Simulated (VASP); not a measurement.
# Mo in VASP: a series of runs

The runs below take Mo through single point, with RPBE+D3(BJ), PBE.

All numbers are computed with VASP 6.6.1; they aren't measurements. Logs are shortened: lines on timing, memory, paths and dates and some standing lists are left out, and cuts for length are marked.

**1. The cell of the first run**

Symmetry: Im-3m, No. 229, cubic system. Conventional cell: a = 3.168 Å, b = 3.168 Å, c = 3.168 Å, α = 90.00°, β = 90.00°, γ = 90.00°. Mo (site symmetry m-3m) has 14 Mo at 2.74 to 3.17 Å within 3.6 Å.

**2. Single point, RPBE+D3(BJ), collinear spin, ferromagnetic start**

File INCAR:

```
  ALGO = Fast
  EDIFF = 1E-7
  ENCUT = 520
  GGA = RP
  ISIF = 2
  ISMEAR = -5
  ISPIN = 2
  IVDW = 12
  LASPH = True
  LCHARG = False
  LMAXMIX = 4
  LORBIT = 11
  LREAL = False
  LWAVE = False
  MAGMOM = 0.5
  NBANDS = 17
  NELM = 150
  PREC = Accurate
  SIGMA = 0.1
```

File KPOINTS:

```
k-points
0
Gamma
  12 12 12
```

File POSCAR:

```
Mo
1.0
   -1.5838089719      1.5838089719      1.5838089719
    1.5838089719     -1.5838089719      1.5838089719
    1.5838089719      1.5838089719     -1.5838089719
Mo
1
Direct
    0.0000000000      0.0000000000      0.0000000000
```

Potentials or basis: VASP PAW PBE potentials, release 64 (Mo_sv).

Command:

```console
> cat potpaw_PBE.64/Mo_sv/POTCAR > POTCAR
> mpirun -np 1 vasp_std > vasp.out
```

OUTCAR:

```text
EDIFF = 1E-7
   ENCUT = 520
   GGA = RP
   ISIF = 2
   ISMEAR = -5
   ISPIN = 2
   IVDW = 12
   LASPH = True
   LORBIT = 11
   LREAL = False
   NELM = 150
   PREC = Accurate
 IVDW          = 12

 ion  position               nearest neighbor table
   1  0.000  0.000  0.000-

  LATTYP: Found a body centered cubic cell.
 ALAT       =     3.1676179438

  Lattice vectors:

 A1 = (  -1.5838089719,   1.5838089719,   1.5838089719)
 A2 = (   1.5838089719,  -1.5838089719,   1.5838089719)
 A3 = (   1.5838089719,   1.5838089719,  -1.5838089719)

Analysis of symmetry for initial positions (statically):
=====================================================================
 Subroutine PRICEL returns:
 Original cell was already a primitive cell.

 Routine SETGRP: Setting up the symmetry group for a
 body centered cubic supercell.

 Subroutine GETGRP returns: Found 48 space group operations
 (whereof 48 operations were pure point group operations)
 out of a pool of 48 trial point group operations.

The static configuration has the point symmetry O_h .

Analysis of symmetry for dynamics (positions and initial velocities):
=====================================================================
 Subroutine PRICEL returns:
 Original cell was already a primitive cell.

 Routine SETGRP: Setting up the symmetry group for a
 body centered cubic supercell.

 Subroutine GETGRP returns: Found 48 space group operations
 (whereof 48 operations were pure point group operations)
 out of a pool of 48 trial point group operations.

The dynamic configuration has the point symmetry O_h .

Analysis of structural, dynamic, and magnetic symmetry:
=====================================================================
 Subroutine PRICEL returns:
 Original cell was already a primitive cell.

 Routine SETGRP: Setting up the symmetry group for a
 body centered cubic supercell.

 Subroutine GETGRP returns: Found 48 space group operations
 (whereof 48 operations were pure point group operations)
 out of a pool of 48 trial point group operations.

The overall configuration has the point symmetry O_h .

 Subroutine INISYM returns: Found 48 space group operations
 (whereof 48 operations are pure point group operations),
 and found     1 'primitive' translations

----------------------------------------------------------------------------------------

                                     Primitive cell

  volume of cell :      15.8916

  direct lattice vectors                    reciprocal lattice vectors
    -1.583808972  1.583808972  1.583808972     0.000000000  0.315694638  0.315694638
     1.583808972 -1.583808972  1.583808972     0.315694638  0.000000000  0.315694638
     1.583808972  1.583808972 -1.583808972     0.315694638  0.315694638  0.000000000

  length of vectors
     2.743237609  2.743237609  2.743237609     0.446459639  0.446459639  0.446459639

  position of ions in fractional coordinates (direct lattice)
     0.000000000  0.000000000  0.000000000

  ion indices of the primitive-cell ions
   primitive index   ion index
                 1           1

----------------------------------------------------------------------------------------

 KPOINTS: k-points

Automatic generation of k-mesh.
 Grid dimensions read from file:
 generate k-points for:   12   12   12

 Generating k-lattice:

  Cartesian coordinates                     Fractional coordinates (reciprocal lattice)
     0.000000000  0.026307886  0.026307886     0.083333333  0.000000000  0.000000000
     0.026307886  0.000000000  0.026307886     0.000000000  0.083333333  0.000000000
     0.026307886  0.026307886  0.000000000     0.000000000  0.000000000  0.083333333

  Length of vectors
     0.037204970  0.037204970  0.037204970

  Shift w.r.t. Gamma in fractional coordinates (k-lattice)
     0.000000000  0.000000000  0.000000000

 TETIRR: Found   1910 inequivalent tetrahedra from    10368

 Subroutine IBZKPT returns following result:
 ===========================================

 Found     72 irreducible k-points:

 Following reciprocal coordinates:
            Coordinates               Weight
  0.000000  0.000000  0.000000      1.000000
  0.083333  0.000000  0.000000     12.000000
  0.166667  0.000000  0.000000     12.000000
  0.250000  0.000000  0.000000     12.000000
  0.333333  0.000000  0.000000     12.000000
  0.416667  0.000000  0.000000     12.000000
[... 16 lines left out ...]
  0.333333  0.083333  0.083333     24.000000
  0.416667  0.083333  0.083333     12.000000
 [... further k-points ...]
   k-points           NKPTS =     72   k-points in BZ     NKDIM =     72   number of bands    NBANDS=     17
   number of dos      NEDOS =    301   number of ions     NIONS =      1
   total plane-waves  NPLWV =   8000
   dimension x,y,z NGX =    20 NGY =   20 NGZ =   20
   dimension x,y,z NGXF=    40 NGYF=   40 NGZF=   40
   ions per type =               1
   NGX,Y,Z   is equivalent  to a cutoff of  12.12, 12.12, 12.12 a.u.
   NGXF,Y,Z  is equivalent  to a cutoff of  24.24, 24.24, 24.24 a.u.
 SYSTEM =  unknown system
   PREC   = accura    normal or accurate (medium, high low for compatibility)
   ISTART =      0    job   : 0-new  1-cont  2-samecut
   ICHARG =      2    charge: 1-file 2-atom 10-const
   ISPIN  =      2    spin polarized calculation?
   LNONCOLLINEAR =      F non collinear calculations
   LSORBIT =      F    spin-orbit coupling
   LASPH  =      T    aspherical Exc in radial PAW
   ENCUT  =  520.0 eV  38.22 Ry    6.18 a.u.   5.10  5.10  5.10*2*pi/ulx,y,z
   NELM   =    150;   NELMIN=  2; NELMDL= -5     # of ELM steps
   EDIFF  = 0.1E-06   stopping-criterion for ELM
   LREAL  =      F    real-space projection
   EDIFFG = 0.1E-05   stopping-criterion for IOM
   NSW    =      0    number of steps for IOM
   IBRION =     -1    ionic relax: 0-MD 1-quasi-New 2-CG
   NFREE  =      0    steps in history (QN), initial steepest desc. (CG)
   ISIF   =      2    stress and relaxation
   ISYM   =      2    0-nonsym 1-usesym 2-fastsym
   POTIM  = 0.5000    time-step for ionic-motion
   TEBEG  =    0.0;   TEEND  =   0.0 temperature during run
   PSTRESS=    0.0 pullay stress
   NELECT =      14.0000    total number of electrons
   NUPDOWN=      -1.0000    fix difference up-down
   EMIN   =  10.00;   EMAX   =-10.00  energy-range for DOS
   EFERMI =   0.00;   METHOD = LEGACY
   ISMEAR =    -5;   SIGMA  =   0.10  broadening in eV -4-tet -1-fermi 0-gaus
   EFERMI_NEDOS =   21; number of points for ismear=-14 and -15
   IALGO  =     68    algorithm
   IMIX   =      4    mixing-type and parameters
     AMIX     =   0.40;   BMIX     =  1.00
     AMIX_MAG =   1.60;   BMIX_MAG =  1.00
  volume/ion in A,a.u.               =      15.89       107.24
  Fermi-wavevector in a.u.,A,eV,Ry     =   1.569380  2.965698 33.510508  2.462953
  Thomas-Fermi vector in A             =   2.671271
   LORBIT       =     11    0 simple, 1 ext, 2 COOP (PROOUT), +10 PAW based schemes
   GGA     = RP    functional components
   LHFCALC =     F    Hartree Fock is set to
   AEXX    =    0.0000 exact exchange contribution
   IVDW    =    12    specifies the selected vdW correction
   LEPSILON=     F    determine dielectric tensor
   LRPA    =     F    only Hartree local field effects (RPA)
 spin polarized calculation
 RMM-DIIS sequential band-by-band and
 Fermi weights with tetrahedron method with Bloechl corrections
  energy-cutoff  :      520.00
  volume of cell :       15.89
 maximum number of plane-waves:       442
   NGX = 11   NGY = 11   NGZ = 11

 number of electron      14.0000005 magnetization       0.0000220

 number of electron      14.0000005 magnetization      -0.0000093

 Free energy of the ion-electron system (eV)
  ---------------------------------------------------
  ext. energy  EPLUGINS =         0.00000000
  ---------------------------------------------------
  free energy    TOTEN  =       -10.36050641 eV

  energy without entropy =      -10.36050641  energy(sigma->0) =      -10.36050641

 E-fermi :  12.4077     XC(G=0): -13.2342

 val. band max:       12.6814536327   @ k =   0.4167   0.0833   0.0833
 cond. band min:      12.0799671457   @ k =  -0.1667   0.1667   0.1667
 fundamental gap:     -0.6014864869
 Fermi energy:        12.4077007629

 spin component 1

 k-point     1 :       0.0000    0.0000    0.0000
  band No.  band energies     occupation
      1     -48.9146      1.00000
      2     -22.2171      1.00000
      3     -22.2171      1.00000
      4     -22.2171      1.00000
      5       5.2375      1.00000
      6      11.0574      1.00000
[... 9 lines left out ...]
     16      42.0065      0.00000
     17      42.0065      0.00000

 k-point     2 :       0.0833    0.0000    0.0000
  band No.  band energies     occupation
      1     -48.8983      1.00000
      2     -22.3117      1.00000
      3     -22.2464      1.00000
      4     -22.2178      1.00000
      5       5.5357      1.00000
      6      10.8917      1.00000
[... 9 lines left out ...]
     16      41.5558      0.00000
     17      41.8881      0.00000
[... 421 lines left out ...]
 k-point    24 :       0.4167    0.0833    0.0833
  band No.  band energies     occupation
      1     -48.6626      1.00000
      2     -23.4547      1.00000
      3     -22.7031      1.00000
      4     -22.3159      1.00000
      5       7.7409      1.00000
      6       9.0600      1.00000
[... 9 lines left out ...]
     16      39.2828      0.00000
     17      40.7080      0.00000

 [... further k-points ...]

 spin component 2

 k-point     1 :       0.0000    0.0000    0.0000
  band No.  band energies     occupation
      1     -48.9146      1.00000
      2     -22.2171      1.00000
      3     -22.2171      1.00000
      4     -22.2171      1.00000
      5       5.2375      1.00000
      6      11.0574      1.00000
[... 9 lines left out ...]
     16      42.0065      0.00000
     17      42.0065      0.00000

 k-point     2 :       0.0833    0.0000    0.0000
  band No.  band energies     occupation
      1     -48.8983      1.00000
      2     -22.3117      1.00000
      3     -22.2464      1.00000
      4     -22.2178      1.00000
      5       5.5357      1.00000
      6      10.8917      1.00000
[... 9 lines left out ...]
     16      41.5558      0.00000
     17      41.8881      0.00000
[... 421 lines left out ...]
 k-point    24 :       0.4167    0.0833    0.0833
  band No.  band energies     occupation
      1     -48.6626      1.00000
      2     -23.4547      1.00000
      3     -22.7031      1.00000
      4     -22.3159      1.00000
      5       7.7409      1.00000
      6       9.0600      1.00000
[... 9 lines left out ...]
     16      39.2828      0.00000
     17      40.7080      0.00000

 [... further k-points ...]

------------------------ aborting loop because EDIFF is reached ----------------------------------------

 Edisp (eV)   -4.09870

 E8    (eV) :    -2.8419

  FORCE on cell =-STRESS in cart. coord.  units (eV):
  Direction    XX          YY          ZZ          XY          YZ          ZX
  --------------------------------------------------------------------------------------
  -------------------------------------------------------------------------------------
  Total      -4.25361    -4.25361    -4.25361    -0.00000     0.00000    -0.00000
  in kB    -428.84413  -428.84413  -428.84413    -0.00000     0.00000    -0.00000
  external pressure =     -428.84 kB  Pullay stress =        0.00 kB

 VOLUME and BASIS-vectors are now :
 -----------------------------------------------------------------------------
  energy-cutoff  :      520.00
  volume of cell :       15.89
      direct lattice vectors                 reciprocal lattice vectors
    -1.583808972  1.583808972  1.583808972     0.000000000  0.315694638  0.315694638
     1.583808972 -1.583808972  1.583808972     0.315694638  0.000000000  0.315694638
     1.583808972  1.583808972 -1.583808972     0.315694638  0.315694638  0.000000000

 POSITION                                       TOTAL-FORCE (eV/Angst)
 -----------------------------------------------------------------------------------
      0.00000      0.00000      0.00000        -0.000000      0.000000      0.000000
 -----------------------------------------------------------------------------------
    total drift:                                0.000000     -0.000000      0.000000

  FREE ENERGIE OF THE ION-ELECTRON SYSTEM (eV)
  ---------------------------------------------------
  free  energy   TOTEN  =       -14.4592072792 eV

  energy  without entropy=      -14.4592072792  energy(sigma->0) =      -14.45920728

 total charge

# of ion       s       p       d       tot
------------------------------------------
    1        2.375   6.205   3.872  12.452

 magnetization (x)

# of ion       s       p       d       tot
------------------------------------------
    1        0.000  -0.000  -0.000  -0.000
```

Run time: 19 s. Hardware: 1 thread of Intel Xeon 6975P-C (Granite Rapids), shared host; peak memory 0.17 GiB.

Results:

* Free energy: -14.4592 eV
* Pressure: -42.9 GPa
* Band gap on the k mesh: zero (filled and empty bands overlap)
* Net moment: 0.00 μB per cell
* Valence electrons inside the program's atomic spheres: Mo 12.45
* Dispersion energy per atom: -4.099 eV

Caveat: the PAW data sets were made with another functional, which shifts forces and pressure a little; pairwise dispersion overbinds metals, which lowers pressure and volume; tetrahedron occupations give inexact forces and stress in metals.

(Continued in part 2 of 2.)
